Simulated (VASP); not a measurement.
Set up this calculation in VASP 6.6.1, as the native input.

```
Task                   : single point
Functional             : r2SCAN
Potentials or basis    : VASP PAW PBE potentials, release 64 (Mg, O)
Cutoff                 : 520 eV
k mesh                 : 10 × 10 × 10
Occupations            : gaussian, width 0.01 eV
Spin                   : no spin polarisation
Dipole correction      : no
Further INCAR settings : ALGO = Normal; EDIFF = 1e-07; NBANDS = 11
```

Crystal: MgO.

```xyz
2
Lattice="0.0000 2.1442 2.0780 2.1442 0.0000 2.0780 2.1442 2.1442 0.0000" Properties=species:S:1:pos:R:3 pbc="T T T"
Mg    0.0000    0.0000    0.0000
O     2.1442    2.1442    2.0780
```

This cell differs from its parent crystal: epitaxial xy strain +2.0%.

These files were run (other wordings do the same):

POSCAR

```
MgO
1.0
    0.0000000000      2.1442107638      2.0779648331
    2.1442107638      0.0000000000      2.0779648331
    2.1442107638      2.1442107638      0.0000000000
Mg O
1 1
Direct
    0.0000000000      0.0000000000      0.0000000000
    0.5000000000      0.5000000000      0.5000000000
```

INCAR.step1

```
  PREC = Accurate
  ENCUT = 520
  ISMEAR = 0
  SIGMA = 0.01
  LREAL = False
  LASPH = True
  NELM = 100
  NBANDS = 11
  GGA = PE
  ALGO = Normal
  EDIFF = 1E-4
  LWAVE = True
  LCHARG = False
```

INCAR.step2

```
  PREC = Accurate
  ENCUT = 520
  EDIFF = 1E-7
  ISMEAR = 0
  SIGMA = 0.01
  LREAL = False
  LASPH = True
  NELM = 100
  ALGO = Normal
  ISIF = 2
  LWAVE = False
  LCHARG = False
  METAGGA = R2SCAN
  LMIXTAU = True
  NBANDS = 11
  ISTART = 1
```

KPOINTS

```
regular mesh
0
Gamma
  10 10 10
```

Potentials or basis: VASP PAW PBE potentials, release 64 (Mg, O).

Run with:

```bash
$ cat potpaw_PBE.64/Mg/POTCAR potpaw_PBE.64/O/POTCAR > POTCAR
$ cp INCAR.step1 INCAR
$ mpirun -np 1 vasp_std > vasp.out
$ cp INCAR.step2 INCAR
$ mpirun -np 1 vasp_std > vasp.out
```

Results of the run:

The pressure is -5.2 GPa and the band gap on the k mesh is 5.35 eV, direct.

Caveat: the cell differs from its parent crystal (epitaxial xy strain +2.0%); the PAW data sets were made with another functional, which shifts forces and pressure a little.

Run time: 2.6 min on 1 thread of AMD EPYC 7R13 Processor (Zen 3), with other jobs on the host, peak memory 0.12 GiB.
